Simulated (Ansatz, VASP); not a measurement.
# One calculation of Sc, two programs

```
Sc
1.0
     3.35843    0.00000    0.00000
    -1.67921    2.90849    0.00000
     0.00000    0.00000    5.10996
Sc
2
Direct
  0.33333 0.66667 0.25000
  0.66667 0.33333 0.75000
```

Change from the starting cell: strain +0.015 along x and y, -0.030 along z, atoms carried along.

Alike in both runs: task single point; functional PBEsol; k mesh 18 × 18 × 10; occupations gaussian, width 0.15 eV; no spin polarisation.

|  | VASP | Ansatz |
| --- | --- | --- |
| version | VASP 6.6.1 | Ansatz 0.2.0 |
| potentials or method | VASP PAW PBE potentials, release 64 (Sc_sv), cutoff 520 eV | scalar-relativistic, plane waves, PAW |
| valence electrons in the cell | 22 | 22 |

|  | VASP | Ansatz | Ansatz less VASP |
| --- | --- | --- | --- |
| gap on the k mesh at the Fermi level (eV) | none | none | - |
| pressure (GPa) | -2.8 | -2.8 | +0.03 |
| traceless stress, the component that is largest in VASP (GPa) | 1.08 | 1.08 | +0.005 |

VASP's potentials were made for PBE, not for PBEsol. A gap of «none» marks a metal or a gap that the smearing closes. The functional is the same, so the differences come from potentials, cutoffs and numerics.
